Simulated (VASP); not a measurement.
Input of a VASP 6.6.1 run:

INCAR

```
SYSTEM = Cu
PREC     = Accurate       ! precision mode
ENCUT    = 520            ! plane-wave cutoff, eV
EDIFF    = 1E-6           ! SCF threshold, eV
ISMEAR   = 0              ! smearing method
SIGMA    = 0.1            ! smearing width, eV
LREAL    = .False.        ! projectors in reciprocal space
LASPH    = .True.         ! aspherical terms in the spheres
NELM     = 100            ! most SCF steps
ALGO     = Normal         ! electronic algorithm
ISIF     = 2              ! what is computed and relaxed
LWAVE    = .False.        ! write WAVECAR
LCHARG   = .False.        ! write CHGCAR
GGA      = PE             ! functional
NBANDS   = 12             ! bands
```

KPOINTS

```
regular mesh
0
Gamma
  8 8 8
  0 0 0
```

Contents of POSCAR:

```
Cu
1.0
    0.0000000000      1.7887153400      1.7887153400
    1.7887153400      0.0000000000      1.7887153400
    1.7887153400      1.7887153400      0.0000000000
Cu
1
Direct
    0.0000000000      0.0000000000      0.0000000000
```

Potentials or basis: VASP PAW PBE potentials, release 64 (Cu).

Run with:

```bash
$ cat potpaw_PBE.64/Cu/POTCAR > POTCAR
$ mpirun -np 1 vasp_std > vasp.out
```

Question: Predict the pressure.

Answer: 8.3 GPa.

Caveat: the k points lie up to 0.38 Å⁻¹ apart.
